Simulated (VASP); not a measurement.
Runs of VASP 6.6.1 on B. The structure is that of space group P6/mmm (No. 191), or close to it. The cells are those of the table. This isn't the form of B at room conditions, which is rhombohedral.

```csv
task,cell,k mesh,cutoff (eV),gap on the mesh (eV),pressure (GPa),relaxed volume (Å³/atom)
single point,"a = 1.708, b = 1.708, c = 3.518 Å, angles 90.0, 90.0, 120.0°, 1 atom",36 × 36 × 16,520,none,0.2,-
relaxation of cell and atoms,"relaxed from a = 1.707, b = 1.707, c = 3.560 Å, angles 90.0, 90.0, 120.0°, 1 atom",36 × 36 × 16,600,none,-0.1,(a)
single point,"a = 1.707, b = 1.707, c = 3.560 Å, angles 90.0, 90.0, 120.0°, 1 atom",33 × 33 × 24,520,none,0.2,-
relaxation of cell and atoms,"relaxed from a = 1.835, b = 1.835, c = 2.200 Å, angles 90.0, 90.0, 120.0°, 1 atom",33 × 33 × 24,600,none,0.0,8.39
```

Alike in all rows: level PBEsol; potentials or basis VASP PAW PBE potentials, release 64 (B); no spin polarisation; smearing gaussian 0.1 eV.

Problem. Fill in the values left out.

Solution. (a) 8.92.

Caveats: the PAW data sets were made with another functional, which shifts forces and pressure a little; the volume moved by over 15 % at a fixed basis, so the end points are rough (at least some runs).

A gap of «none» marks levels without a gap at the run's occupations.
